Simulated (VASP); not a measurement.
# Cd (R-3m) in VASP: notebook

The runs below take Cd through single point, with PBE+D3(BJ).

Program: VASP 6.6.1. These are calculated values, not measurements. Logs are shortened: lines on timing, memory, paths and dates and some standing lists are left out, and cuts for length are marked.

## (1) The cell of the first run

It takes space group R-3m (No. 166, trigonal). Conventional cell: a = 3.175 Å, b = 3.175 Å, c = 7.254 Å, α = 90.00°, β = 90.00°, γ = 120.00°. Cd (site symmetry -3m) has 12 Cd at 3.03 to 3.17 Å within 4.0 Å.

## (2) Single point, PBE+D3(BJ)

Input file INCAR:

```
SYSTEM = Cd
PREC = Accurate
ENCUT = 520
EDIFF = 1E-6
ISMEAR = 0
SIGMA = 0.1
LREAL = .FALSE.
LASPH = .TRUE.
NELM = 100
ALGO = Normal
ISIF = 2
LWAVE = .FALSE.
LCHARG = .FALSE.
GGA = PE
IVDW = 12
NBANDS = 12
```

Input file KPOINTS:

```
regular mesh
0
G
  6 6 6
  0 0 0
```

Input file POSCAR:

```
Cd
1.0
    1.5873971943      0.9164841975      2.4178616159
   -1.5873971943      0.9164841975      2.4178616159
    0.0000000000     -1.8329683949      2.4178616159
Cd
1
Direct
    0.0000000000      0.0000000000      0.0000000000
```

Potentials or basis: VASP PAW PBE potentials, release 64 (Cd).

Command:

```
$ cat potpaw_PBE.64/Cd/POTCAR > POTCAR
$ mpirun -np 1 vasp_std > vasp.out
```

OUTCAR:

```text
SYSTEM = Cd
   PREC = Accurate
   ENCUT = 520
   EDIFF = 1E-6
   ISMEAR = 0
   LREAL = .FALSE.
   LASPH = .TRUE.
   NELM = 100
   ISIF = 2
   GGA = PE
   IVDW = 12
 IVDW          = 12

 ion  position               nearest neighbor table
   1  0.000  0.000  0.000-

  LATTYP: Found a trigonal (rhomboedric) cell.
 ALAT       =     3.0341107314
 COS(alpha) =     0.4525576903

  Lattice vectors:

 A1 = (   1.5873971943,   0.9164841975,   2.4178616159)
 A2 = (  -1.5873971943,   0.9164841975,   2.4178616159)
 A3 = (   0.0000000000,  -1.8329683949,   2.4178616159)

Analysis of symmetry for initial positions (statically):
=====================================================================
 Subroutine PRICEL returns:
 Original cell was already a primitive cell.

 Routine SETGRP: Setting up the symmetry group for a
 trigonal (rhombohedral) supercell.

 Subroutine GETGRP returns: Found 12 space group operations
 (whereof 12 operations were pure point group operations)
 out of a pool of 12 trial point group operations.

The static configuration has the point symmetry D_3d.

Analysis of symmetry for dynamics (positions and initial velocities):
=====================================================================
 Subroutine PRICEL returns:
 Original cell was already a primitive cell.

 Routine SETGRP: Setting up the symmetry group for a
 trigonal (rhombohedral) supercell.

 Subroutine GETGRP returns: Found 12 space group operations
 (whereof 12 operations were pure point group operations)
 out of a pool of 12 trial point group operations.

The dynamic configuration has the point symmetry D_3d.

 Subroutine INISYM returns: Found 12 space group operations
 (whereof 12 operations are pure point group operations),
 and found     1 'primitive' translations

----------------------------------------------------------------------------------------

                                     Primitive cell

  volume of cell :      21.1054

  direct lattice vectors                    reciprocal lattice vectors
     1.587397194  0.916484197  2.417861616     0.314981028  0.181854381  0.137862867
    -1.587397194  0.916484197  2.417861616    -0.314981028  0.181854381  0.137862867
     0.000000000 -1.832968395  2.417861616     0.000000000 -0.363708763  0.137862867

  length of vectors
     3.034110731  3.034110731  3.034110731     0.388960453  0.388960453  0.388960453

  position of ions in fractional coordinates (direct lattice)
     0.000000000  0.000000000  0.000000000

  ion indices of the primitive-cell ions
   primitive index   ion index
                 1           1

----------------------------------------------------------------------------------------

 KPOINTS: regular mesh

Automatic generation of k-mesh.
 Grid dimensions read from file:
 generate k-points for:    6    6    6

 Generating k-lattice:

  Cartesian coordinates                     Fractional coordinates (reciprocal lattice)
     0.052496838  0.030309064  0.022977144     0.166666667  0.000000000 -0.000000000
    -0.052496838  0.030309064  0.022977144     0.000000000  0.166666667 -0.000000000
     0.000000000 -0.060618127  0.022977144    -0.000000000 -0.000000000  0.166666667

  Length of vectors
     0.064826742  0.064826742  0.064826742

  Shift w.r.t. Gamma in fractional coordinates (k-lattice)
     0.000000000  0.000000000  0.000000000

 Subroutine IBZKPT returns following result:
 ===========================================

 Found     32 irreducible k-points:

 Following reciprocal coordinates:
            Coordinates               Weight
  0.000000  0.000000  0.000000      1.000000
  0.166667  0.000000  0.000000      6.000000
  0.333333 -0.000000 -0.000000      6.000000
  0.500000  0.000000  0.000000      3.000000
  0.166667  0.166667  0.000000      6.000000
  0.333333  0.166667  0.000000     12.000000
[... 16 lines left out ...]
  0.500000  0.500000  0.166667      6.000000
 -0.333333  0.500000  0.166667     12.000000
 [... further k-points ...]
   k-points           NKPTS =     32   k-points in BZ     NKDIM =     32   number of bands    NBANDS=     12
   number of dos      NEDOS =    301   number of ions     NIONS =      1
   total plane-waves  NPLWV =  13824
   dimension x,y,z NGX =    24 NGY =   24 NGZ =   24
   dimension x,y,z NGXF=    48 NGYF=   48 NGZF=   48
   ions per type =               1
   NGX,Y,Z   is equivalent  to a cutoff of  13.15, 13.15, 13.15 a.u.
   NGXF,Y,Z  is equivalent  to a cutoff of  26.30, 26.30, 26.30 a.u.
 SYSTEM =  Cd
   PREC   = accura    normal or accurate (medium, high low for compatibility)
   ISTART =      0    job   : 0-new  1-cont  2-samecut
   ICHARG =      2    charge: 1-file 2-atom 10-const
   ISPIN  =      1    spin polarized calculation?
   LNONCOLLINEAR =      F non collinear calculations
   LSORBIT =      F    spin-orbit coupling
   LASPH  =      T    aspherical Exc in radial PAW
   ENCUT  =  520.0 eV  38.22 Ry    6.18 a.u.   5.64  5.64  5.64*2*pi/ulx,y,z
   NELM   =    100;   NELMIN=  2; NELMDL= -5     # of ELM steps
   EDIFF  = 0.1E-05   stopping-criterion for ELM
   LREAL  =      F    real-space projection
   EDIFFG = 0.1E-04   stopping-criterion for IOM
   NSW    =      0    number of steps for IOM
   IBRION =     -1    ionic relax: 0-MD 1-quasi-New 2-CG
   NFREE  =      0    steps in history (QN), initial steepest desc. (CG)
   ISIF   =      2    stress and relaxation
   ISYM   =      2    0-nonsym 1-usesym 2-fastsym
   POTIM  = 0.5000    time-step for ionic-motion
   TEBEG  =    0.0;   TEEND  =   0.0 temperature during run
   PSTRESS=    0.0 pullay stress
   NELECT =      12.0000    total number of electrons
   NUPDOWN=      -1.0000    fix difference up-down
   EMIN   =  10.00;   EMAX   =-10.00  energy-range for DOS
   EFERMI =   0.00;   METHOD = LEGACY
   ISMEAR =     0;   SIGMA  =   0.10  broadening in eV -4-tet -1-fermi 0-gaus
   EFERMI_NEDOS =   21; number of points for ismear=-14 and -15
   IALGO  =     38    algorithm
   IMIX   =      4    mixing-type and parameters
     AMIX     =   0.40;   BMIX     =  1.00
     AMIX_MAG =   1.60;   BMIX_MAG =  1.00
  volume/ion in A,a.u.               =      21.11       142.43
  Fermi-wavevector in a.u.,A,eV,Ry     =   1.356243  2.562928 25.026487  1.839395
  Thomas-Fermi vector in A             =   2.483263
   LORBIT       =      0    0 simple, 1 ext, 2 COOP (PROOUT), +10 PAW based schemes
   GGA     = PE    functional components
   LHFCALC =     F    Hartree Fock is set to
   AEXX    =    0.0000 exact exchange contribution
   IVDW    =    12    specifies the selected vdW correction
   LEPSILON=     F    determine dielectric tensor
   LRPA    =     F    only Hartree local field effects (RPA)
 non-spin polarized calculation
 Gauss-broadening in eV      SIGMA  =   0.10
  energy-cutoff  :      520.00
  volume of cell :       21.11
 maximum number of plane-waves:       578
 NGX is ok and might be reduce to    24
   NGX = 11   NGY = 11   NGZ = 11

 number of electron      12.0000001 magnetization

 Free energy of the ion-electron system (eV)
  ---------------------------------------------------
  ext. energy  EPLUGINS =         0.00000000
  ---------------------------------------------------
  free energy    TOTEN  =        -0.65086109 eV

  energy without entropy =       -0.64795130  energy(sigma->0) =       -0.64940619

 E-fermi :   3.1590     XC(G=0): -11.1580

 val. band max:        3.1280522577   @ k =   0.5000   0.1667  -0.0000
 cond. band min:       3.4545613946   @ k =  -0.3333   0.3333   0.1667
 fundamental gap:      0.3265091369
 Fermi energy:         3.1590428576

 k-point     1 :       0.0000    0.0000    0.0000
  band No.  band energies     occupation
      1      -6.2377      2.00000
      2      -6.2377      2.00000
      3      -6.0584      2.00000
      4      -5.8853      2.00000
      5      -5.6272      2.00000
      6      -5.6272      2.00000
      7      16.7426      0.00000
      8      17.6033      0.00000
      9      17.6033      0.00000
     10      20.4795      0.00000
     11      21.1732      0.00000
     12      21.1732      0.00000

 k-point     2 :       0.1667    0.0000    0.0000
  band No.  band energies     occupation
      1      -6.3286      2.00000
      2      -6.1875      2.00000
      3      -5.9275      2.00000
      4      -5.6265      2.00000
      5      -5.6226      2.00000
      6      -5.1522      2.00000
      7      12.1853      0.00000
      8      16.8923      0.00000
      9      17.0395      0.00000
     10      19.4346      0.00000
     11      21.6856      0.00000
     12      22.2807      0.00000

 k-point     3 :       0.3333   -0.0000   -0.0000
  band No.  band energies     occupation
      1      -6.5767      2.00000
      2      -6.2190      2.00000
      3      -5.9323      2.00000
      4      -5.4638      2.00000
      5      -5.3828      2.00000
      6      -2.8115      2.00000
      7       6.1478      0.00000
      8      16.2678      0.00000
      9      16.2958      0.00000
     10      18.0321      0.00000
     11      20.5657      0.00000
     12      20.9823      0.00000

 k-point     4 :       0.5000    0.0000    0.0000
  band No.  band energies     occupation
      1      -6.6994      2.00000
      2      -6.2753      2.00000
      3      -5.9809      2.00000
      4      -5.3348      2.00000
      5      -5.2051      2.00000
      6       0.5158      2.00000
      7       1.5524      2.00000
      8      15.8815      0.00000
      9      15.9160      0.00000
     10      17.3867      0.00000
     11      19.7463      0.00000
     12      20.3085      0.00000

 k-point     5 :       0.1667    0.1667    0.0000
  band No.  band energies     occupation
      1      -6.3512      2.00000
      2      -5.9938      2.00000
      3      -5.9345      2.00000
      4      -5.8507      2.00000
      5      -5.5452      2.00000
      6      -4.8605      2.00000
      7      14.1517      0.00000
      8      15.0808      0.00000
      9      15.4183      0.00000
     10      17.4392      0.00000
     11      18.3601      0.00000
     12      24.2411      0.00000
[... 228 lines left out ...]
      1      -6.3440      2.00000
      2      -6.2258      2.00000
      3      -5.9745      2.00000
      4      -5.6480      2.00000
      5      -5.2984      2.00000
      6       2.7412      2.00000
      7       3.4546      0.00003
      8       8.4942      0.00000
      9       9.9118      0.00000
     10      18.4083      0.00000
     11      21.1112      0.00000
     12      24.1846      0.00000

 k-point    22 :      -0.1667    0.3333    0.1667
  band No.  band energies     occupation
      1      -6.4048      2.00000
      2      -6.2593      2.00000
      3      -5.9726      2.00000
      4      -5.4694      2.00000
      5      -5.4243      2.00000
      6      -0.7838      2.00000
      7       7.7778      0.00000
      8       8.3560      0.00000
      9      11.6232      0.00000
     10      18.2848      0.00000
     11      20.3504      0.00000
     12      23.4987      0.00000

 k-point    23 :       0.5000    0.5000    0.1667
  band No.  band energies     occupation
      1      -6.6647      2.00000
      2      -6.5291      2.00000
      3      -5.5278      2.00000
      4      -5.4730      2.00000
      5      -5.1343      2.00000
      6       1.3250      2.00000
      7       6.7283      0.00000
      8       8.0105      0.00000
      9      10.2162      0.00000
     10      13.9426      0.00000
     11      19.3202      0.00000
     12      26.4347      0.00000

 k-point    24 :      -0.3333    0.5000    0.1667
  band No.  band energies     occupation
      1      -6.5333      2.00000
      2      -6.4953      2.00000
      3      -5.7026      2.00000
      4      -5.4892      2.00000
      5      -5.1430      2.00000
      6       3.6018      0.00000
      7       5.0828      0.00000
      8       6.8004      0.00000
      9       7.9516      0.00000
     10      17.6649      0.00000
     11      19.7155      0.00000
     12      24.4638      0.00000

 [... further k-points ...]

------------------------ aborting loop because EDIFF is reached ----------------------------------------

 Edisp (eV)   -0.45342

 E8    (eV) :    -0.2011

  FORCE on cell =-STRESS in cart. coord.  units (eV):
  Direction    XX          YY          ZZ          XY          YZ          ZX
  --------------------------------------------------------------------------------------
  -------------------------------------------------------------------------------------
  Total       0.72039     0.72039    -0.49637     0.00000    -0.00000     0.00000
  in kB      54.68719    54.68719   -37.68105     0.00000    -0.00000     0.00000
  external pressure =       23.90 kB  Pullay stress =        0.00 kB

 VOLUME and BASIS-vectors are now :
 -----------------------------------------------------------------------------
  energy-cutoff  :      520.00
  volume of cell :       21.11
      direct lattice vectors                 reciprocal lattice vectors
     1.587397194  0.916484197  2.417861616     0.314981028  0.181854381  0.137862867
    -1.587397194  0.916484197  2.417861616    -0.314981028  0.181854381  0.137862867
     0.000000000 -1.832968395  2.417861616     0.000000000 -0.363708763  0.137862867

 POSITION                                       TOTAL-FORCE (eV/Angst)
 -----------------------------------------------------------------------------------
      0.00000      0.00000      0.00000         0.000000      0.000000      0.000000
 -----------------------------------------------------------------------------------
    total drift:                                0.000000      0.000000      0.000000

  FREE ENERGIE OF THE ION-ELECTRON SYSTEM (eV)
  ---------------------------------------------------
  free  energy   TOTEN  =        -1.1042837161 eV

  energy  without entropy=       -1.1013739274  energy(sigma->0) =       -1.10282882
```

Wall time 15 s (1 thread of AMD EPYC 7R13, shared host); peak memory 0.12 GiB.

What came out:

| Item | Value |
| --- | --- |
| Free energy | -1.1043 eV |
| Pressure | 2.4 GPa |
| Band gap on the k mesh | zero (band 6 reaches 3.60 eV, above the bottom of band 7 at 1.55 eV) |
| Dispersion energy per atom | -0.453 eV |

Stress tensor (GPa, compression positive):
```
 5.47  0.00  0.00
 0.00  5.47  0.00
 0.00  0.00 -3.77
```

Caveat: the k points lie up to 0.41 Å⁻¹ apart; three body term missing; pairwise dispersion overbinds metals, which lowers pressure and volume.

## (3) Single point, PBE+D3(BJ)

This run uses another cell than the first one, of 20.60 Å³/atom, 0.976 times its volume.

Input file INCAR:

```
PREC     = Accurate       # precision mode
ENCUT    = 500            # plane-wave cutoff, eV
EDIFF    = 1E-6           # SCF threshold, eV
ISMEAR   = -1             # smearing method
SIGMA    = 0.1            # smearing width, eV
LREAL    = F              # projectors in reciprocal space
LASPH    = T              # aspherical terms in the spheres
NELM     = 120            # most SCF steps
ALGO     = Normal         # electronic algorithm
ISIF     = 2              # what is computed and relaxed
LWAVE    = F              # write WAVECAR
LCHARG   = F              # write CHGCAR
GGA      = PE             # functional
IVDW     = 12             # dispersion correction
NBANDS   = 12             # bands
GGA_COMPAT= F
```

Input file KPOINTS:

```
Automatic mesh
0
Gamma
  9 9 9
```

Input file POSCAR:

```
Cd
1.0
    1.5746442384      0.9091212749      2.3984368099
   -1.5746442384      0.9091212749      2.3984368099
    0.0000000000     -1.8182425498      2.3984368099
Cd
1
Direct
    0.0000000000      0.0000000000      0.0000000000
```

Potentials or basis: VASP PAW PBE potentials, release 64 (Cd).

Command:

```
$ cat potpaw_PBE.64/Cd/POTCAR > POTCAR
$ mpirun -np 1 vasp_std > vasp.out
```

Wall time 9.2 s (1 thread of Intel Xeon 6975P-C (Granite Rapids), shared host); peak memory 0.16 GiB.

It converged, with:

```yaml
Free_energy: -1.1623 eV
Pressure: 3.0 GPa
Band_gap_on_the_k_mesh: zero (band 6 reaches 3.92 eV, above the bottom of band 7 at 2.08 eV)
Dispersion_energy_per_atom: -0.465 eV
```

Stress tensor (GPa, compression positive):
```
3.07 0.00 0.00
0.00 3.07 0.00
0.00 0.00 2.90
```

Levels at points of the mesh, in eV from the Fermi level:
```
           k point  band 4  band 5  band 6  band 7  band 8  band 9
(0.00, 0.00, 0.00)   -9.17   -8.84   -8.84   13.68   14.67   14.67
```

Caveat: pairwise dispersion overbinds metals, which lowers pressure and volume.
